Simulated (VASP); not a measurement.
A run of VASP 6.6.1 is set up as follows.

File INCAR:

```
SYSTEM = Ge
PREC = Accurate
ENCUT = 520
EDIFF = 1E-6
ISMEAR = -1
SIGMA = 0.05
LREAL = .False.
LASPH = .True.
NELM = 80
ALGO = Normal
ISIF = 2
LWAVE = .False.
LCHARG = .True.
GGA = B5
ALDAX = 1.0
AGGAX = 1.0
AGGAC = 1.0
ALDAC = 0.0
IVDW = 13
VDW_S6 = 1.0
VDW_S8 = 2.34076671
VDW_A1 = 0.44488865
VDW_A2 = 4.0933009
LELF = .True.
LVHAR = .True.
NBANDS = 13
```

KPOINTS

```
regular mesh
0
Gamma
  11 11 11
  0 0 0
```

The input POSCAR:

```
Ge
1.0
   -0.0001662001      2.2325388851      2.2483154713
    2.2304263789     -0.0001778270      2.2483336483
    2.2302769126      2.2323495533     -0.0000315591
Ge
1
Direct
    0.0000000000      0.0000000000      0.0000000000
```

Potentials or basis: VASP PAW PBE potentials, release 64 (Ge_d).

Run with:

```sh
$ cat potpaw_PBE.64/Ge_d/POTCAR > POTCAR
$ mpirun -np 1 vasp_std > vasp.out
```

(1) Predict the pressure.

(2) What does it give for the band gap on the k mesh?

(3) What does it give for the dispersion energy per atom?

## Answers

(1) 0.0 GPa.

(2) zero (band 7 reaches 12.71 eV, above the bottom of band 8 at 3.85 eV).

(3) -0.932 eV.

Caveat: the PAW data sets were made with another functional, which shifts forces and pressure a little; pairwise dispersion overbinds metals, which lowers pressure and volume.
